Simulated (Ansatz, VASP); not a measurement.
# GaN in VASP and in Ansatz

INCAR

```
PREC = Accurate
ENCUT = 520
EDIFF = 1E-6
ISMEAR = 0
SIGMA = 0.1
LREAL = False
LASPH = True
NELM = 60
ALGO = Normal
ISIF = 2
LWAVE = False
LCHARG = True
GGA = PE
LELF = True
LVHAR = True
NBANDS = 46
```

KPOINTS

```
regular mesh
0
Gamma
  6 4 4
```

POSCAR

```
GaN
1.0
    2.2740798337      2.2740798337      0.0000000000
    2.2740798337     -2.2740798337      4.5481596674
    2.2740798337     -2.2740798337     -4.5481596674
Ga N
4 4
Direct
    0.0000000000      0.0000000000      0.0000000000
    0.5000000000      0.5000000000      1.0000000000
    0.5000000000      1.0000000000      0.5000000000
    0.0000000000      0.5000000000      0.5000000000
    0.5000000000      0.3750000000      0.6250000000
    0.0000000000      0.8750000000      0.6250000000
    1.0000000000      0.3750000000      0.1250000000
    0.5000000000      0.8750000000      0.1250000000
```

Input for Ansatz:

```yaml
crystal:
  lattice:
    - [2.2740798337, 2.2740798337, 0.0]
    - [2.2740798337, -2.2740798337, 4.5481596674]
    - [2.2740798337, -2.2740798337, -4.5481596674]
  atoms:
    - { symbol: Ga, position: [0.0, 0.0, 0.0] }
    - { symbol: Ga, position: [0.5, 0.5, 1.0] }
    - { symbol: Ga, position: [0.5, 1.0, 0.5] }
    - { symbol: Ga, position: [0.0, 0.5, 0.5] }
    - { symbol: "N", position: [0.5, 0.375, 0.625] }
    - { symbol: "N", position: [0.0, 0.875, 0.625] }
    - { symbol: "N", position: [1.0, 0.375, 0.125] }
    - { symbol: "N", position: [0.5, 0.875, 0.125] }
basis:
  ecutwfc: 420
kpoints:
  mp_grid: { grid: [6, 4, 4] }
hamiltonian:
  xc: pbe
scf:
  occupations: { method: gaussian, width: 0.1 }
output:
  forces: true
  stress: true
  eigenvalues: true
```

Alike in both runs: task single point; functional PBE; k mesh 6 × 4 × 4; occupations gaussian, width 0.1 eV; no spin polarisation.

|  | VASP | Ansatz |
| --- | --- | --- |
| version | VASP 6.6.1 | Ansatz 0.2.0 |
| potentials or method | VASP PAW PBE potentials, release 64 (Ga_d, N), cutoff 520 eV | scalar-relativistic, plane waves, PAW |
| valence electrons in the cell | 72 | 72 |

```csv
,VASP,Ansatz,Ansatz less VASP
gap on the k mesh at the Fermi level (eV),1.55,1.54,-0.007
least direct gap on the mesh (eV),1.55,1.54,-0.007
pressure (GPa),0.1,0.0,-0.11
```

The functional is the same, so the differences come from potentials, cutoffs and numerics.
